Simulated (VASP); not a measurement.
# MgO (Fm-3m) in VASP: further runs

The runs below take MgO through elastic constants, with PBE.

Program: VASP 6.6.1. These are calculated values, not measurements. Logs are shortened: lines on timing, memory, paths and dates and some standing lists are left out, and cuts for length are marked.

### Step 1. The cell of the first run

The structure is cubic, space group Fm-3m (No. 225). Conventional cell: a = 4.136 Å, b = 4.136 Å, c = 4.136 Å, α = 90.00°, β = 90.00°, γ = 90.00°. Mg (site symmetry m-3m) has 6 O at 2.07 Å within 2.7 Å. Within 2.7 Å of O (site symmetry m-3m) lie 6 Mg at 2.07 Å.

### Step 2. Elastic constants, PBE

INCAR reads:

```
SYSTEM = MgO
PREC = Accurate
ENCUT = 600
EDIFF = 1E-8
ISMEAR = 0
SIGMA = 0.01
LREAL = .FALSE.
LASPH = .TRUE.
NELM = 80
ALGO = Normal
ISIF = 3
LWAVE = .FALSE.
LCHARG = .TRUE.
GGA = PE
IBRION = 6
NFREE = 2
POTIM = 0.015
NSW = 1
```

KPOINTS reads:

```
regular mesh
0
G
  10 10 10
  0 0 0
```

POSCAR reads:

```
MgO
1.0
    0.0000000000      2.0677851755      2.0677851755
    2.0677851755      0.0000000000      2.0677851755
    2.0677851755      2.0677851755      0.0000000000
Mg O
1 1
Direct
    0.0000000000      0.0000000000      0.0000000000
    0.5000000000      0.5000000000      0.5000000000
```

Potentials or basis: VASP PAW PBE potentials, release 64 (Mg, O).

Run with:

```bash
> cat potpaw_PBE.64/Mg/POTCAR potpaw_PBE.64/O/POTCAR > POTCAR
> mpirun -np 1 vasp_std > vasp.out
```

OUTCAR:

```text
SYSTEM = MgO
   PREC = Accurate
   ENCUT = 600
   EDIFF = 1E-8
   ISMEAR = 0
   LREAL = .FALSE.
   LASPH = .TRUE.
   NELM = 80
   ISIF = 3
   GGA = PE
   IBRION = 6
   NFREE = 2
   POTIM = 0.015
   NSW = 1

 ion  position               nearest neighbor table
   1  0.000  0.000  0.000-   2 2.07   2 2.07   2 2.07   2 2.07   2 2.07   2 2.07
   2  0.500  0.500  0.500-   1 2.07   1 2.07   1 2.07   1 2.07   1 2.07   1 2.07

  LATTYP: Found a face centered cubic cell.
 ALAT       =     4.1355703510

  Lattice vectors:

 A1 = (   0.0000000000,   2.0677851755,   2.0677851755)
 A2 = (   2.0677851755,   0.0000000000,   2.0677851755)
 A3 = (   2.0677851755,   2.0677851755,   0.0000000000)

Analysis of symmetry for initial positions (statically):
=====================================================================
 Subroutine PRICEL returns:
 Original cell was already a primitive cell.

 Routine SETGRP: Setting up the symmetry group for a
 face centered cubic supercell.

 Subroutine GETGRP returns: Found 48 space group operations
 (whereof 48 operations were pure point group operations)
 out of a pool of 48 trial point group operations.

The static configuration has the point symmetry O_h .

Analysis of symmetry for dynamics (positions and initial velocities):
=====================================================================
 Subroutine PRICEL returns:
 Original cell was already a primitive cell.

 Routine SETGRP: Setting up the symmetry group for a
 face centered cubic supercell.

 Subroutine GETGRP returns: Found 48 space group operations
 (whereof 48 operations were pure point group operations)
 out of a pool of 48 trial point group operations.

The dynamic configuration has the point symmetry O_h .

 Subroutine INISYM returns: Found 48 space group operations
 (whereof 48 operations are pure point group operations),
 and found     1 'primitive' translations

----------------------------------------------------------------------------------------

                                     Primitive cell

  volume of cell :      17.6826

  direct lattice vectors                    reciprocal lattice vectors
     0.000000000  2.067785176  2.067785176    -0.241804616  0.241804616  0.241804616
     2.067785176  0.000000000  2.067785176     0.241804616 -0.241804616  0.241804616
     2.067785176  2.067785176  0.000000000     0.241804616  0.241804616 -0.241804616

  length of vectors
     2.924289839  2.924289839  2.924289839     0.418817880  0.418817880  0.418817880

  position of ions in fractional coordinates (direct lattice)
     0.000000000  0.000000000  0.000000000
     0.500000000  0.500000000  0.500000000

  ion indices of the primitive-cell ions
   primitive index   ion index
                 1           1
                 2           2

----------------------------------------------------------------------------------------

 KPOINTS: regular mesh

Automatic generation of k-mesh.
 Grid dimensions read from file:
 generate k-points for:   10   10   10

 Generating k-lattice:

  Cartesian coordinates                     Fractional coordinates (reciprocal lattice)
[... 107 lines left out ...]
  free energy    TOTEN  =       -11.85245489 eV

  energy without entropy =      -11.85245489  energy(sigma->0) =      -11.85245489

------------------------ aborting loop because EDIFF is reached ----------------------------------------

  FORCE on cell =-STRESS in cart. coord.  units (eV):
  Direction    XX          YY          ZZ          XY          YZ          ZX
  --------------------------------------------------------------------------------------
  -------------------------------------------------------------------------------------
  Total        1.5487157      1.5487157      1.5487157      0.0000000      0.0000000     -0.0000000
  in kB      140.3253177    140.3253177    140.3253177      0.0000000      0.0000000     -0.0000000
  external PRESSURE =     140.3253177 kB  Pullay stress =       0.0000000 kB
[... 89 lines left out ...]
  FREE ENERGIE OF THE ION-ELECTRON SYSTEM (eV)
  ---------------------------------------------------
  free  energy   TOTEN  =       -11.8240047498 eV

  energy  without entropy=      -11.8240047498  energy(sigma->0) =      -11.82400475

[... ionic steps 4 to 14 ...]

--------------------------------------- Ionic step       15  -------------------------------------------

 number of electron       7.9999998 magnetization

------------------------ aborting loop because EDIFF is reached ----------------------------------------
[... 67 lines left out ...]
--------------------------------------- Ionic step       17  -------------------------------------------

 number of electron       7.9999999 magnetization

 Free energy of the ion-electron system (eV)
  ---------------------------------------------------
  ext. energy  EPLUGINS =         0.00000000
  ---------------------------------------------------
  free energy    TOTEN  =       -11.85165662 eV

  energy without entropy =      -11.85165662  energy(sigma->0) =      -11.85165662

 E-fermi :   3.6858     XC(G=0): -11.3416

 val. band max:        3.6095074002   @ k =   0.0000   0.0000   0.0000
 cond. band min:       8.8917763980   @ k =   0.0000   0.0000   0.0000
 fundamental gap:      5.2822689978
 Fermi energy:         3.6857999470

 k-point     1 :       0.0000    0.0000    0.0000
  band No.  band energies     occupation
      1     -13.9441      2.00000
      2       3.6092      2.00000
      3       3.6095      2.00000
      4       3.6095      2.00000
      5       8.8918      0.00000
      6      19.7235      0.00000
      7      19.7241      0.00000
      8      19.7241      0.00000
[... 243 lines left out ...]
 k-point    24 :       0.4000    0.3000    0.0000
  band No.  band energies     occupation
      1     -12.5773      2.00000
      2      -0.1478      2.00000
      3       2.2258      2.00000
      4       2.4587      2.00000
      5      13.6366      0.00000
      6      14.0712      0.00000
      7      17.8116      0.00000
      8      22.5263      0.00000

 [... further k-points ...]

------------------------ aborting loop because EDIFF is reached ----------------------------------------

  FORCE on cell =-STRESS in cart. coord.  units (eV):
  Direction    XX          YY          ZZ          XY          YZ          ZX
  --------------------------------------------------------------------------------------
  -------------------------------------------------------------------------------------
  Total        1.5591890      1.5478426      1.5478426      0.0000000      0.0000000      0.0000000
  in kB      141.2742775    140.2462057    140.2462057      0.0000000      0.0000000      0.0000000
  external PRESSURE =     140.5888963 kB  Pullay stress =       0.0000000 kB
[... 17 lines left out ...]
  FREE ENERGIE OF THE ION-ELECTRON SYSTEM (eV)
  ---------------------------------------------------
  free  energy   TOTEN  =       -11.8516566238 eV

  energy  without entropy=      -11.8516566238  energy(sigma->0) =      -11.85165662

 INTERNAL STRAIN TENSORS FROM STRAINED CELLS
 ============================================

 INTERNAL STRAIN TENSOR FOR ION    1 for displacements in x,y,z  (eV/Angst):
          X           Y           Z          XY          YZ          ZX
  --------------------------------------------------------------------------------
  x     0.00000     0.00000    -0.00000    -0.00000    -0.00000     0.00000
  y     0.00000    -0.00000    -0.00000     0.00000     0.00000     0.00000
  z    -0.00000    -0.00000     0.00000    -0.00000     0.00000    -0.00000

 INTERNAL STRAIN TENSORS FROM DISPLACED ATOMS
 ============================================

 INTERNAL STRAIN TENSOR FOR ION    1 for displacements in x,y,z  (eV/Angst):
          X           Y           Z          XY          YZ          ZX
  --------------------------------------------------------------------------------
  x     0.00000     0.00000     0.00000     0.00000     0.00000     0.00000
  y     0.00000     0.00000     0.00000     0.00000     0.00000     0.00000
  z     0.00000     0.00000     0.00000     0.00000     0.00000     0.00000

 INTERNAL STRAIN TENSOR FOR ION    2 for displacements in x,y,z  (eV/Angst):
          X           Y           Z          XY          YZ          ZX
  --------------------------------------------------------------------------------
  x     0.00000     0.00000     0.00000     0.00000     0.00000     0.00000
  y     0.00000     0.00000     0.00000     0.00000     0.00000     0.00000
  z     0.00000     0.00000     0.00000     0.00000     0.00000     0.00000

 Eigenvectors and eigenvalues of the dynamical matrix
 ----------------------------------------------------

   1 f  =   13.418336 THz    84.309892 2PiTHz  447.587513 cm-1    55.493754 meV
             X         Y         Z           dx          dy          dz
      0.000000  0.000000  0.000000     0.000000    0.630287    0.000000
      2.067785  2.067785  2.067785     0.000000   -0.776362    0.000000
[... 21 lines left out ...]
   6 f/i=    0.003960 THz     0.024879 2PiTHz    0.132079 cm-1     0.016376 meV
             X         Y         Z           dx          dy          dz
      0.000000  0.000000  0.000000     0.000000    0.000000    0.776362
      2.067785  2.067785  2.067785     0.000000    0.000000    0.630287

--------------------------------------------------------------------------------------------------------

 ELASTIC MODULI CONTR FROM IONIC RELAXATION (kBar)
 Direction    XX          YY          ZZ          XY          YZ          ZX
 --------------------------------------------------------------------------------
 XX           0.0000      0.0000      0.0000      0.0000      0.0000      0.0000
 YY           0.0000      0.0000      0.0000      0.0000      0.0000      0.0000
 ZZ           0.0000      0.0000      0.0000      0.0000      0.0000      0.0000
 XY           0.0000      0.0000      0.0000      0.0000      0.0000      0.0000
 YZ           0.0000      0.0000      0.0000      0.0000      0.0000      0.0000
 ZX           0.0000      0.0000      0.0000      0.0000      0.0000      0.0000
 --------------------------------------------------------------------------------

 TOTAL ELASTIC MODULI (kBar)
 Direction    XX          YY          ZZ          XY          YZ          ZX
 --------------------------------------------------------------------------------
 XX        3844.7560    985.5887    985.5887      0.0000     -0.0000      0.0000
 YY         985.5887   3844.7560    985.5887     -0.0000      0.0000      0.0000
 ZZ         985.5887    985.5887   3844.7560      0.0000     -0.0000     -0.0000
 XY           0.0000     -0.0000      0.0000   1561.4616     -0.0000      0.0000
 YZ          -0.0000      0.0000     -0.0000     -0.0000   1561.4616     -0.0000
 ZX           0.0000      0.0000     -0.0000      0.0000     -0.0000   1561.4616
 --------------------------------------------------------------------------------
```

Wall time 3 min (1 thread of Intel Xeon Platinum 8259CL at 2.50GHz (Skylake/Cascade Lake), shared host); peak memory 0.23 GiB.

What came out:

```
Elastic constants C11, C12, C44                         : 384, 99, 156 GPa
Voigt bulk modulus                                      : 194 GPa
Highest phonon frequency at Γ, LO-TO splitting left out : 448 cm⁻¹
```

Phonon frequencies in cm⁻¹ (negative: imaginary):
| q point | frequencies |
| --- | --- |
| (0.000, 0.000, 0.000) | 0 0 0 448 448 448 |

Elastic tensor in Voigt notation (GPa, in the Cartesian axes of the cell as first typed):
```
384  99  99   0   0   0
 99 384  99   0   0   0
 99  99 384   0   0   0
  0   0   0 156   0   0
  0   0   0   0 156   0
  0   0   0   0   0 156
```

Clamped-ion elastic tensor (GPa):
```
384  99  99   0   0   0
 99 384  99   0   0   0
 99  99 384   0   0   0
  0   0   0 156   0   0
  0   0   0   0 156   0
  0   0   0   0   0 156
```

Caveat: the cell is under stress, which shifts elastic constants.

### Step 3. Elastic constants, PBE

This run uses another cell than the first one, of 9.17 Å³/atom, 1.037 times its volume.

INCAR reads:

```
SYSTEM = MgO
PREC     = Accurate       ! precision mode
ENCUT    = 600            ! plane-wave cutoff, eV
EDIFF    = 1E-8           ! SCF threshold, eV
ISMEAR   = 0              ! smearing method
SIGMA    = 0.01           ! smearing width, eV
LREAL    = .FALSE.        ! projectors in reciprocal space
LASPH    = .TRUE.         ! aspherical terms in the spheres
NELM     = 100            ! most SCF steps
ALGO     = Normal         ! electronic algorithm
ISIF     = 3              ! what is computed and relaxed
LWAVE    = .FALSE.        ! write WAVECAR
LCHARG   = .FALSE.        ! write CHGCAR
GGA      = PE             ! functional
IBRION   = 6              ! ionic algorithm
NFREE    = 2            
POTIM    = 0.015          ! step
NSW      = 1              ! ionic steps
```

KPOINTS is that of step 2.

POSCAR reads:

```
MgO
1.0
    0.0000000000      2.0927575063      2.0927575063
    2.0927575063      0.0000000000      2.0927575063
    2.0927575063      2.0927575063      0.0000000000
Mg O
1 1
Direct
    0.0000000000      0.0000000000      0.0000000000
    0.5000000000      0.5000000000      0.5000000000
```

Potentials or basis: VASP PAW PBE potentials, release 64 (Mg, O).

Run with:

```bash
> cat potpaw_PBE.64/Mg/POTCAR potpaw_PBE.64/O/POTCAR > POTCAR
> mpirun -np 1 vasp_std > vasp.out
```

OUTCAR:

```text
SYSTEM = MgO
   PREC = Accurate
   ENCUT = 600
   EDIFF = 1E-8
   ISMEAR = 0
   LREAL = .FALSE.
   LASPH = .TRUE.
   NELM = 100
   ISIF = 3
   GGA = PE
   IBRION = 6
   NFREE = 2
   POTIM = 0.015
   NSW = 1

 ion  position               nearest neighbor table
   1  0.000  0.000  0.000-   2 2.09   2 2.09   2 2.09   2 2.09   2 2.09   2 2.09
[... 715 lines left out ...]
      0.000000  0.000000  0.000000     0.009468    0.000414    0.629884
      2.092758  2.092758  2.092758    -0.011673   -0.000511   -0.776544
[... 21 lines left out ...]
   6 f/i=    0.001642 THz     0.010319 2PiTHz    0.054784 cm-1     0.006792 meV
             X         Y         Z           dx          dy          dz
      0.000000  0.000000  0.000000    -0.446859    0.406875   -0.487777
      2.092758  2.092758  2.092758    -0.362464    0.330031   -0.395654

--------------------------------------------------------------------------------------------------------

 ELASTIC MODULI CONTR FROM IONIC RELAXATION (kBar)
 Direction    XX          YY          ZZ          XY          YZ          ZX
 --------------------------------------------------------------------------------
 XX           0.0000      0.0000      0.0000      0.0000      0.0000      0.0000
 YY           0.0000      0.0000      0.0000      0.0000      0.0000      0.0000
 ZZ           0.0000      0.0000      0.0000      0.0000      0.0000      0.0000
 XY           0.0000      0.0000      0.0000      0.0000      0.0000      0.0000
 YZ           0.0000      0.0000      0.0000      0.0000      0.0000      0.0000
 ZX           0.0000      0.0000      0.0000      0.0000      0.0000      0.0000
 --------------------------------------------------------------------------------

 TOTAL ELASTIC MODULI (kBar)
 Direction    XX          YY          ZZ          XY          YZ          ZX
 --------------------------------------------------------------------------------
 XX        3308.0235    947.1310    947.1310      0.0000      0.0000      0.0000
 YY         947.1310   3308.0235    947.1310      0.0000      0.0000     -0.0000
 ZZ         947.1310    947.1310   3308.0235     -0.0000     -0.0000      0.0000
 XY           0.0000      0.0000     -0.0000   1501.7918      0.0000      0.0000
 YZ           0.0000      0.0000     -0.0000      0.0000   1501.7918      0.0000
 ZX           0.0000     -0.0000      0.0000      0.0000      0.0000   1501.7918
 --------------------------------------------------------------------------------
```

stdout:

```text
POSCAR found type information on POSCAR MgO
 POSCAR found :  2 types and       2 ions
 scaLAPACK will be used
 LDA part: xc-table for (Slater+PW92), standard interpolation
 POSCAR, INCAR and KPOINTS ok, starting setup
 FFT: planning ... GRIDC
 FFT: planning ... GRID_SOFT
 FFT: planning ... GRID
 WAVECAR not read
 entering main loop
 Found     2 degrees of freedom:
 Adding 6 more for cell shape distortion
 Finite differences POTIM= 0.01500 DOF=   8
 bond charge predicted
 Finite differences progress:
 bond charge predicted
 Finite differences progress:
 bond charge predicted
 Finite differences progress:
 bond charge predicted
 Finite differences progress:
 bond charge predicted
 Finite differences progress:
 bond charge predicted
 Finite differences progress:
 bond charge predicted
 Finite differences progress:
 bond charge predicted
 Finite differences progress:
 bond charge predicted
 Finite differences progress:
 bond charge predicted
 Finite differences progress:
 bond charge predicted
 Finite differences progress:
 bond charge predicted
 Finite differences progress:
 bond charge predicted
 Finite differences progress:
 bond charge predicted
 Finite differences progress:
 bond charge predicted
 Finite differences progress:
 bond charge predicted
 Finite differences progress:
```

Run time: 3 min. Hardware: 1 thread of Intel Xeon Platinum 8259CL at 2.50GHz (Skylake/Cascade Lake), shared host; peak memory 0.23 GiB.

Results:

* Elastic constants C11, C12, C44: 331, 95, 150 GPa
* Voigt bulk modulus: 173 GPa
* Highest phonon frequency at Γ, LO-TO splitting left out: 413 cm⁻¹

Phonon frequencies in cm⁻¹ (negative: imaginary):
| q point | frequencies |
| --- | --- |
| (0.000, 0.000, 0.000) | 0 0 0 413 413 413 |

Elastic tensor in Voigt notation (GPa, in the Cartesian axes of the cell as first typed):
```
331  95  95   0   0   0
 95 331  95   0   0   0
 95  95 331   0   0   0
  0   0   0 150   0   0
  0   0   0   0 150   0
  0   0   0   0   0 150
```

Clamped-ion elastic tensor (GPa):
```
331  95  95   0   0   0
 95 331  95   0   0   0
 95  95 331   0   0   0
  0   0   0 150   0   0
  0   0   0   0 150   0
  0   0   0   0   0 150
```

Caveat: the cell is under stress, which shifts elastic constants.
